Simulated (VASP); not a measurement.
A run of VASP 6.6.1 is set up as follows.

The input INCAR:

```
SYSTEM = Ga2SnSe3
PREC = Accurate
ENCUT = 600
EDIFF = 1E-7
ISMEAR = 0
SIGMA = 0.1
LREAL = .FALSE.
LASPH = .TRUE.
NELM = 80
ALGO = Normal
ISIF = 3
LWAVE = .FALSE.
LCHARG = .FALSE.
GGA = PE
IBRION = 2
NSW = 90
EDIFFG = -0.04
```

File KPOINTS:

```
Automatic mesh
0
G
  4 4 2
  0 0 0
```

File POSCAR:

```
Ga2SnSe3
1.0
    3.9406355500      0.0000000000      0.0000000000
    0.0000000000      3.9406355500      0.0000000000
    0.0000000000      0.0000000000      9.6060590300
Ga Sn Se
2 1 3
Direct
    0.0000000000      0.0000000000      0.0094770000
    0.5000000000      0.5000000000      0.4938240100
    0.5000000000      0.5000000000      0.1658110000
    0.0000000000      0.0000000000      0.6709480300
    0.0000000000      0.0000000000      0.3257620000
    0.5000000000      0.5000000000      0.8341779700
```

Potentials or basis: VASP PAW PBE potentials, release 64 (Ga_d, Sn_d, Se).

Run with:

```bash
$ cat potpaw_PBE.64/Ga_d/POTCAR potpaw_PBE.64/Sn_d/POTCAR potpaw_PBE.64/Se/POTCAR > POTCAR
$ mpirun -np 1 vasp_std > vasp.out
```

Task: Estimate the band gap on the k mesh.

Result: Zero (bands 29 and 30 overlap by 2.12 eV).

Task: What does it give for the relaxed cell?

Result: a = 3.981 Å, b = 3.981 Å, c = 10.303 Å, α = 90.00°, β = 90.00°, γ = 90.00°.

Task: Predict the space group after relaxing (to 0.1 Å).

Result: P4mm (No. 99).

Task: Predict the relaxed volume.

Result: 27.22 Å³/atom.

Final structure:
```yaml
crystal:
  lattice:
    - [3.98137, 0.00000, 0.00000]
    - [0.00000, 3.98137, 0.00000]
    - [0.00000, 0.00000, 10.30276]
  atoms:
    - { symbol: Ga, position: [0.00000, 0.00000, 0.88850] }
    - { symbol: Ga, position: [0.50000, 0.50000, 0.65295] }
    - { symbol: Sn, position: [0.50000, 0.50000, 0.19381] }
    - { symbol: Se, position: [0.00000, 0.00000, 0.63258] }
    - { symbol: Se, position: [0.00000, 0.00000, 0.21610] }
    - { symbol: Se, position: [0.50000, 0.50000, 0.91607] }
```

Caveat: the k points lie up to 0.39 Å⁻¹ apart in the final cell, too coarse for converged energies and pressures of a metal; spin-orbit coupling is left out, which moves the levels of the heavy elements; this functional lacks dispersion, which binds the layers, so the pressure and a relaxed spacing across them are unreliable.
